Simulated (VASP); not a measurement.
Write the native input for VASP 6.6.1 that does the following.

* Task: single point
* Functional: r2SCAN
* Potentials or basis: VASP PAW PBE potentials, release 64 (N, Ga_d, P)
* Cutoff: 520 eV
* k mesh: 8 × 8 × 6
* Occupations: fermi-dirac, width 0.02 eV
* Spin: no spin polarisation
* Dipole correction: no
* Further INCAR settings: ALGO = Normal; EDIFF = 1e-07; NBANDS = 26

Crystal: Ga2PN.

```
N Ga P
1.0
     3.35209    0.00000    0.00000
     0.00000    3.35209    0.00000
     0.00000    0.00000    4.73268
N Ga P
1 2 1
Direct
  0.00000 0.00000 0.00000
  0.00000 0.00000 0.50000
  0.50000 0.50000 0.00000
  0.50000 0.50000 0.50000
```

The input as run:

POSCAR

```
Ga2PN
1.0
    3.3520942945      0.0000000000      0.0000000000
    0.0000000000      3.3520942945      0.0000000000
    0.0000000000      0.0000000000      4.7326784888
N Ga P
1 2 1
Direct
    0.0000000000      0.0000000000      0.0000000000
    0.0000000000      0.0000000000      0.5000000000
    0.5000000000      0.5000000000      0.0000000000
    0.5000000000      0.5000000000      0.5000000000
```

INCAR.step1

```
SYSTEM = Ga2PN
  PREC = Accurate
  ENCUT = 520
  ISMEAR = -1
  SIGMA = 0.02
  LREAL = .FALSE.
  LASPH = .TRUE.
  NELM = 80
  NBANDS = 26
  GGA = PE
  ALGO = Normal
  EDIFF = 1E-4
  LWAVE = .TRUE.
  LCHARG = .FALSE.
```

INCAR.step2

```
SYSTEM = Ga2PN
  PREC = Accurate
  ENCUT = 520
  EDIFF = 1E-7
  ISMEAR = -1
  SIGMA = 0.02
  LREAL = .FALSE.
  LASPH = .TRUE.
  NELM = 80
  ALGO = Normal
  ISIF = 2
  LWAVE = .FALSE.
  LCHARG = .FALSE.
  METAGGA = R2SCAN
  LMIXTAU = .TRUE.
  NBANDS = 26
  ISTART = 1
```

KPOINTS

```
regular mesh
0
G
  8 8 6
  0 0 0
```

Potentials or basis: VASP PAW PBE potentials, release 64 (N, Ga_d, P).

Command:

```bash
$ cat potpaw_PBE.64/N/POTCAR potpaw_PBE.64/Ga_d/POTCAR potpaw_PBE.64/P/POTCAR > POTCAR
$ cp INCAR.step1 INCAR
$ mpirun -np 1 vasp_std > vasp.out
$ cp INCAR.step2 INCAR
$ mpirun -np 1 vasp_std > vasp.out
```

It gave:

```
Pressure               : 0.1 GPa
Band gap on the k mesh : zero (bands 18 and 19 overlap by 3.05 eV)
```

Caveat: the PAW data sets were made with another functional, which shifts forces and pressure a little.

Run time: 3 min on 1 thread of Intel(R) Xeon(R) 6975P-C (Granite Rapids) (shared host), peak memory 0.22 GiB.
